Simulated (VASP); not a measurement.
# Si4O in VASP: a series of runs

Runs on Si4O. Level: PBE+D3(BJ). Tasks: single point.

All numbers are computed with VASP 6.6.1; they aren't measurements. Logs are shortened: lines on timing, memory, paths and dates and some standing lists are left out, and cuts for length are marked.

## 1. The cell of the first run

The cell holds a slab with vacuum, 5 atoms: a = 3.833 Å, b = 3.833 Å, c = 21.203 Å, α = 90.00°, β = 90.00°, γ = 90.00°.

## 2. Single point, PBE+D3(BJ), collinear spin, ferromagnetic start

INCAR

```
  PREC = Accurate
  ENCUT = 520
  EDIFF = 1E-6
  ISMEAR = 0
  SIGMA = 0.05
  LREAL = F
  LASPH = T
  NELM = 150
  ALGO = Normal
  ISIF = 2
  LWAVE = F
  LCHARG = F
  ISPIN = 2
  MAGMOM = 0 0 0 0 2
  LORBIT = 11
  LDIPOL = T
  IDIPOL = 3
  DIPOL = 0.5 0.5 0.326
  GGA = PE
  IVDW = 12
  NBANDS = 23
```

KPOINTS

```
Automatic mesh
0
Gamma
  7 7 1
```

POSCAR

```
Si4O
1.0
    3.8333442603      0.0000000000      0.0000000000
    0.0000000000      3.8333442603      0.0000000000
    0.0000000000      0.0000000000     21.2034818054
Si O
4 1
Direct
    0.0000000000      0.5000000000      0.1886482624
    0.0000000000      0.0000000000      0.2525666261
    0.5000000000      0.0000000000      0.3191936744
    0.5000000000      0.5000000000      0.3821769405
    1.0000000000      0.7500000000      0.4859334849
```

Potentials or basis: VASP PAW PBE potentials, release 64 (Si, O).

Run with:

```sh
> cat potpaw_PBE.64/Si/POTCAR potpaw_PBE.64/O/POTCAR > POTCAR
> mpirun -np 1 vasp_std > vasp.out
```

OUTCAR:

```text
PREC = Accurate
   ENCUT = 520
   EDIFF = 1E-6
   ISMEAR = 0
   LREAL = F
   LASPH = T
   NELM = 150
   ISIF = 2
   ISPIN = 2
   LORBIT = 11
   GGA = PE
   IVDW = 12
 IVDW          = 12

 ion  position               nearest neighbor table
   1  0.000  0.500  0.189-   2 2.35   2 2.35
   2  0.000  0.000  0.253-   1 2.35   1 2.35   3 2.38   3 2.38
   3  0.500  0.000  0.319-   4 2.34   4 2.34   2 2.38   2 2.38
   4  0.500  0.500  0.382-   3 2.34   3 2.34
   5  0.000  0.750  0.486-

  LATTYP: Found a simple tetragonal cell.
 ALAT       =     3.8333442603
 C/A-ratio  =     5.5313273125

  Lattice vectors:

 A1 = (   3.8333442603,   0.0000000000,   0.0000000000)
 A2 = (   0.0000000000,   3.8333442603,   0.0000000000)
 A3 = (   0.0000000000,   0.0000000000,  21.2034818054)

Analysis of symmetry for initial positions (statically):
=====================================================================
 Subroutine PRICEL returns:
 Original cell was already a primitive cell.

 Routine SETGRP: Setting up the symmetry group for a
 simple tetragonal supercell.

 Subroutine GETGRP returns: Found  2 space group operations
 (whereof  2 operations were pure point group operations)
 out of a pool of 16 trial point group operations.

The static configuration has the point symmetry C_1h.

Analysis of symmetry for dynamics (positions and initial velocities):
=====================================================================
 Subroutine PRICEL returns:
 Original cell was already a primitive cell.

 Routine SETGRP: Setting up the symmetry group for a
 simple tetragonal supercell.

 Subroutine GETGRP returns: Found  2 space group operations
 (whereof  2 operations were pure point group operations)
 out of a pool of 16 trial point group operations.

The dynamic configuration has the point symmetry C_1h.

Analysis of structural, dynamic, and magnetic symmetry:
=====================================================================
 Subroutine PRICEL returns:
 Original cell was already a primitive cell.

 Routine SETGRP: Setting up the symmetry group for a
 simple tetragonal supercell.

 Subroutine GETGRP returns: Found  2 space group operations
 (whereof  2 operations were pure point group operations)
 out of a pool of 16 trial point group operations.

The overall configuration has the point symmetry C_1h.

 Subroutine INISYM returns: Found  2 space group operations
 (whereof  2 operations are pure point group operations),
 and found     1 'primitive' translations

----------------------------------------------------------------------------------------

                                     Primitive cell

  volume of cell :     311.5752

  direct lattice vectors                    reciprocal lattice vectors
     3.833344260  0.000000000  0.000000000     0.260868822  0.000000000  0.000000000
     0.000000000  3.833344260  0.000000000     0.000000000  0.260868822  0.000000000
     0.000000000  0.000000000 21.203481805     0.000000000  0.000000000  0.047162066

  length of vectors
     3.833344260  3.833344260 21.203481805     0.260868822  0.260868822  0.047162066

  position of ions in fractional coordinates (direct lattice)
     0.000000000  0.500000000  0.188648262
     0.000000000  0.000000000  0.252566626
     0.500000000  0.000000000  0.319193674
     0.500000000  0.500000000  0.382176941
     0.000000000  0.750000000  0.485933485

  ion indices of the primitive-cell ions
   primitive index   ion index
                 1           1
                 2           2
                 3           3
                 4           4
                 5           5

----------------------------------------------------------------------------------------

 KPOINTS: Automatic mesh

Automatic generation of k-mesh.
 Grid dimensions read from file:
 generate k-points for:    7    7    1

 Generating k-lattice:

  Cartesian coordinates                     Fractional coordinates (reciprocal lattice)
     0.037266975  0.000000000  0.000000000     0.142857143  0.000000000  0.000000000
     0.000000000  0.037266975  0.000000000     0.000000000  0.142857143  0.000000000
     0.000000000  0.000000000  0.047162066     0.000000000  0.000000000  1.000000000

  Length of vectors
     0.037266975  0.037266975  0.047162066

  Shift w.r.t. Gamma in fractional coordinates (k-lattice)
     0.000000000  0.000000000  0.000000000

 Subroutine IBZKPT returns following result:
 ===========================================

 Found     16 irreducible k-points:

 Following reciprocal coordinates:
            Coordinates               Weight
  0.000000  0.000000  0.000000      1.000000
  0.142857  0.000000  0.000000      2.000000
  0.000000  0.142857  0.000000      2.000000
  0.285714  0.000000  0.000000      2.000000
  0.000000  0.285714  0.000000      2.000000
  0.428571  0.000000  0.000000      2.000000
[... 8 lines left out ...]
 -0.285714  0.428571  0.000000      4.000000
  0.428571  0.428571  0.000000      4.000000
   k-points           NKPTS =     16   k-points in BZ     NKDIM =     16   number of bands    NBANDS=     23
   number of dos      NEDOS =    301   number of ions     NIONS =      5
   total plane-waves  NPLWV = 144000
   dimension x,y,z NGX =    30 NGY =   30 NGZ =  160
   dimension x,y,z NGXF=    60 NGYF=   60 NGZF=  320
   ions per type =               4   1
   NGX,Y,Z   is equivalent  to a cutoff of  13.01, 13.01, 12.54 a.u.
   NGXF,Y,Z  is equivalent  to a cutoff of  26.02, 26.02, 25.09 a.u.
 SYSTEM =  unknown system
   PREC   = accura    normal or accurate (medium, high low for compatibility)
   ISTART =      0    job   : 0-new  1-cont  2-samecut
   ICHARG =      2    charge: 1-file 2-atom 10-const
   ISPIN  =      2    spin polarized calculation?
   LNONCOLLINEAR =      F non collinear calculations
   LSORBIT =      F    spin-orbit coupling
   LASPH  =      T    aspherical Exc in radial PAW
   ENCUT  =  520.0 eV  38.22 Ry    6.18 a.u.   7.13  7.13 39.42*2*pi/ulx,y,z
   NELM   =    150;   NELMIN=  2; NELMDL= -5     # of ELM steps
   EDIFF  = 0.1E-05   stopping-criterion for ELM
   LREAL  =      F    real-space projection
   EDIFFG = 0.1E-04   stopping-criterion for IOM
   NSW    =      0    number of steps for IOM
   IBRION =     -1    ionic relax: 0-MD 1-quasi-New 2-CG
   NFREE  =      0    steps in history (QN), initial steepest desc. (CG)
   ISIF   =      2    stress and relaxation
   ISYM   =      2    0-nonsym 1-usesym 2-fastsym
   POTIM  = 0.5000    time-step for ionic-motion
   TEBEG  =    0.0;   TEEND  =   0.0 temperature during run
   PSTRESS=    0.0 pullay stress
   NELECT =      22.0000    total number of electrons
   NUPDOWN=      -1.0000    fix difference up-down
   EMIN   =  10.00;   EMAX   =-10.00  energy-range for DOS
   EFERMI =   0.00;   METHOD = LEGACY
   ISMEAR =     0;   SIGMA  =   0.05  broadening in eV -4-tet -1-fermi 0-gaus
   EFERMI_NEDOS =   21; number of points for ismear=-14 and -15
   IALGO  =     38    algorithm
   IMIX   =      4    mixing-type and parameters
     AMIX     =   0.40;   BMIX     =  1.00
     AMIX_MAG =   1.60;   BMIX_MAG =  1.00
  volume/ion in A,a.u.               =      62.32       420.52
  Fermi-wavevector in a.u.,A,eV,Ry     =   0.676646  1.278675  6.229423  0.457850
  Thomas-Fermi vector in A             =   1.754020
   LORBIT       =     11    0 simple, 1 ext, 2 COOP (PROOUT), +10 PAW based schemes
   GGA     = PE    functional components
   LHFCALC =     F    Hartree Fock is set to
   AEXX    =    0.0000 exact exchange contribution
   IVDW    =    12    specifies the selected vdW correction
   LEPSILON=     F    determine dielectric tensor
   LRPA    =     F    only Hartree local field effects (RPA)
 spin polarized calculation
 Gauss-broadening in eV      SIGMA  =   0.05
  energy-cutoff  :      520.00
  volume of cell :      311.58
 maximum number of plane-waves:      8422
 NGX is ok and might be reduce to    30
   NGX = 15   NGY = 15   NGZ = 79

 dipolmoment           0.000000      0.000000     -0.010379 electrons x Angstroem

 number of electron      22.0000007 magnetization       1.3951794

 dipolmoment           0.000000      0.000000      0.166533 electrons x Angstroem

 Free energy of the ion-electron system (eV)
  ---------------------------------------------------
  ext. energy  EPLUGINS =         0.00000000
  ---------------------------------------------------
  free energy    TOTEN  =       -20.77628667 eV

  energy without entropy =      -20.77207300  energy(sigma->0) =      -20.77417983

 E-fermi :  -2.9982     XC(G=0):  -3.7436

 val. band max:       -3.0038591392   @ k =  -0.1429   0.2857   0.0000
 cond. band min:      -2.9735675695   @ k =   0.2857   0.2857   0.0000
 fundamental gap:      0.0302915698
 Fermi energy:        -2.9981702598

 spin component 1

 k-point     1 :       0.0000    0.0000    0.0000
  band No.  band energies     occupation
      1     -20.3775      1.00000
      2     -14.0097      1.00000
      3     -11.8430      1.00000
      4      -8.4848      1.00000
      5      -6.1839      1.00000
      6      -5.5493      1.00000
[... 15 lines left out ...]
     22       3.7722      0.00000
     23       4.4065      0.00000

 k-point     2 :       0.1429    0.0000    0.0000
  band No.  band energies     occupation
      1     -20.3720      1.00000
      2     -13.8494      1.00000
      3     -11.7946      1.00000
      4      -8.3956      1.00000
      5      -6.2297      1.00000
      6      -6.0575      1.00000
[... 15 lines left out ...]
     22       3.8520      0.00000
     23       4.0035      0.00000
[... 336 lines left out ...]
     22       4.7635      0.00000
     23       5.6707      0.00000

 k-point    16 :       0.4286    0.4286    0.0000
  band No.  band energies     occupation
      1     -20.3255      1.00000
      2     -11.2560      1.00000
      3     -10.4298      1.00000
      4      -9.6782      1.00000
      5      -9.1746      1.00000
      6      -6.4091      1.00000
[... 15 lines left out ...]
     22       5.8528      0.00000
     23       6.2575      0.00000
 Fermi energy:        -2.9981702598

 spin component 2

 k-point     1 :       0.0000    0.0000    0.0000
  band No.  band energies     occupation
      1     -17.6839      1.00000
      2     -14.0280      1.00000
      3     -11.8757      1.00000
      4      -8.5231      1.00000
      5      -5.1078      1.00000
      6      -4.8248      1.00000
[... 15 lines left out ...]
     22       3.9715      0.00000
     23       4.3779      0.00000

 k-point     2 :       0.1429    0.0000    0.0000
  band No.  band energies     occupation
      1     -17.6749      1.00000
      2     -13.8683      1.00000
      3     -11.8281      1.00000
      4      -8.4344      1.00000
      5      -6.0864      1.00000
      6      -4.9945      1.00000
[... 15 lines left out ...]
     22       3.9181      0.00000
     23       3.9965      0.00000
[... 336 lines left out ...]
     22       4.7372      0.00000
     23       5.7080      0.00000

 k-point    16 :       0.4286    0.4286    0.0000
  band No.  band energies     occupation
      1     -17.6064      1.00000
      2     -11.2739      1.00000
      3     -10.4599      1.00000
      4      -9.7135      1.00000
      5      -9.2263      1.00000
      6      -6.2891      1.00000
[... 15 lines left out ...]
     22       5.8206      0.00000
     23       6.2731      0.00000

------------------------ aborting loop because EDIFF is reached ----------------------------------------

 vacuum level on the upper side and lower side of the slab       (xc-potential included)         1.004        -0.977

 Edisp (eV)   -1.00270

 E8    (eV) :    -0.4269

  FORCE on cell =-STRESS in cart. coord.  units (eV):
  Direction    XX          YY          ZZ          XY          YZ          ZX
  --------------------------------------------------------------------------------------
  -------------------------------------------------------------------------------------
  Total      -5.08810    -1.13816    -3.41892     0.00000    -1.38632     0.00000
  in kB     -26.16394    -5.85263   -17.58070     0.00000    -7.12872     0.00000
  external pressure =      -16.53 kB  Pullay stress =        0.00 kB

 VOLUME and BASIS-vectors are now :
 -----------------------------------------------------------------------------
  energy-cutoff  :      520.00
  volume of cell :      311.58
      direct lattice vectors                 reciprocal lattice vectors
     3.833344260  0.000000000  0.000000000     0.260868822  0.000000000  0.000000000
     0.000000000  3.833344260  0.000000000     0.000000000  0.260868822  0.000000000
     0.000000000  0.000000000 21.203481805     0.000000000  0.000000000  0.047162066

 POSITION                                       TOTAL-FORCE (eV/Angst)
 -----------------------------------------------------------------------------------
      0.00000      1.91667      4.00000         0.000000      0.052020     -0.117989
      0.00000      0.00000      5.35529         0.000000      0.055448      0.296842
      1.91667      0.00000      6.76802         0.000000     -0.166180      0.039764
      1.91667      1.91667      8.10348         0.000000      0.623406      1.146265
      0.00000      2.87501     10.30348         0.000000     -0.564694     -1.364881
 -----------------------------------------------------------------------------------
    total drift:                               -0.000000      0.000078      0.000001

  FREE ENERGIE OF THE ION-ELECTRON SYSTEM (eV)
  ---------------------------------------------------
  free  energy   TOTEN  =       -21.7789844261 eV

  energy  without entropy=      -21.7747707534  energy(sigma->0) =      -21.77687759

 vacuum level on the upper side and lower side of the slab         4.407         2.344

 total charge

# of ion       s       p       d       tot
------------------------------------------
    1        0.865   0.720   0.000   1.585
    2        0.776   0.894   0.000   1.669
    3        0.776   0.897   0.000   1.672
    4        0.859   0.679   0.000   1.538
    5        1.617   2.978   0.000   4.595
--------------------------------------------------
tot          4.893   6.167   0.000  11.060

 magnetization (x)

# of ion       s       p       d       tot
------------------------------------------
    1       -0.003  -0.030   0.000  -0.034
    2        0.002  -0.016   0.000  -0.014
    3        0.005  -0.006   0.000  -0.001
    4        0.015  -0.025   0.000  -0.009
    5        0.013   1.236   0.000   1.249
--------------------------------------------------
tot          0.032   1.159   0.000   1.191
```

Wall time 5.9 min (1 thread of AMD EPYC 9R45 (Zen 5), shared host); peak memory 0.55 GiB.

Results:

```yaml
Free_energy: -21.7790 eV
Largest_force: 1.477 eV/Å
Net_moment: 1.40 μB per cell
Site_moments: Si -0.03, -0.01, -0.00 (each value once); O +1.25 μB
Valence_electrons_inside_the_program's_atomic_spheres: Si 1.58, 1.67, 1.54 (each value once); O 4.59
Dispersion_energy_per_atom: -0.201 eV
```

Forces on the atoms (eV/Å):
```
Si   0.000  0.052 -0.118
Si   0.000  0.055  0.297
Si   0.000 -0.166  0.040
Si   0.000  0.623  1.146
O    0.000 -0.565 -1.365
```

Levels at points of the mesh, in eV from the Fermi level:
Spin up:
```tsv
k point	band 10	band 11	band 12	band 13	band 14	band 15
(0.00, 0.00, 0.00)	-1.24	-0.67	0.62	1.28	1.73	1.92
```
Spin down:
| k point | band 7 | band 8 | band 9 | band 10 | band 11 | band 12 | band 13 | band 14 |
| --- | --- | --- | --- | --- | --- | --- | --- | --- |
| (0.00, 0.00, 0.00) | -1.82 | -0.73 | -0.25 | -0.24 | 0.77 | 0.87 | 1.28 | 1.72 |

## 3. Single point, PBE+D3(BJ), collinear spin, ferromagnetic start

INCAR

```
  PREC = Accurate
  ENCUT = 520
  EDIFF = 1E-7
  ISMEAR = 0
  SIGMA = 0.05
  LREAL = False
  LASPH = True
  NELM = 150
  ALGO = Normal
  ISIF = 2
  LWAVE = False
  LCHARG = True
  ISPIN = 2
  MAGMOM = 0 0 0 0 2
  LORBIT = 11
  LDIPOL = True
  IDIPOL = 3
  DIPOL = 0.5 0.5 0.326
  GGA = PE
  IVDW = 12
  LELF = True
  LVHAR = True
  LVACPOTAV = True
  NBANDS = 23
```

KPOINTS is that of step 2.

Edit POSCAR of step 2 so:

```diff
@@ -12,2 +12,2 @@
     0.5000000000      0.5000000000      0.3821769405
-    1.0000000000      0.7500000000      0.4859334849
+    0.5000000000      0.6250000000      0.4859334849
```

Potentials or basis: VASP PAW PBE potentials, release 64 (Si, O).

Run with:

```sh
> cat potpaw_PBE.64/Si/POTCAR potpaw_PBE.64/O/POTCAR > POTCAR
> mpirun -np 1 vasp_std > vasp.out
```

It took 5.2 min on 1 thread of AMD EPYC 9R45 (Zen 5), shared host; peak memory 0.55 GiB.

It converged, with:

| Item | Value |
| --- | --- |
| Free energy | -23.1120 eV |
| Largest force | 4.290 eV/Å |
| Net moment | 0.91 μB per cell |
| Site moments | Si +0.00, -0.01, +0.01, -0.04; O +0.77 μB |
| Valence electrons inside the program's atomic spheres | Si 1.58, 1.67, 1.52 (each value once); O 4.63 |
| Dispersion energy per atom | -0.197 eV |

Forces in eV/Å, atoms in the order of the input:
```
Si   0.000  0.034 -0.109
Si   0.000  0.070  0.324
Si   0.000 -0.193  0.252
Si   0.000  1.052  3.714
O    0.000 -0.963 -4.181
```

Levels at points of the mesh, in eV from the Fermi level:
Spin up:
| k point | band 8 | band 9 | band 10 | band 11 | band 12 | band 13 | band 14 | band 15 |
| --- | --- | --- | --- | --- | --- | --- | --- | --- |
| (0.00, 0.00, 0.00) | -1.87 | -1.14 | -0.78 | -0.61 | 1.15 | 1.27 | 1.78 | 2.06 |
Spin down:
| k point | band 6 | band 7 | band 8 | band 9 | band 10 | band 11 | band 12 | band 13 | band 14 | band 15 |
| --- | --- | --- | --- | --- | --- | --- | --- | --- | --- | --- |
| (0.00, 0.00, 0.00) | -2.16 | -1.86 | -0.77 | -0.49 | -0.19 | 0.40 | 1.24 | 1.32 | 1.79 | 2.14 |
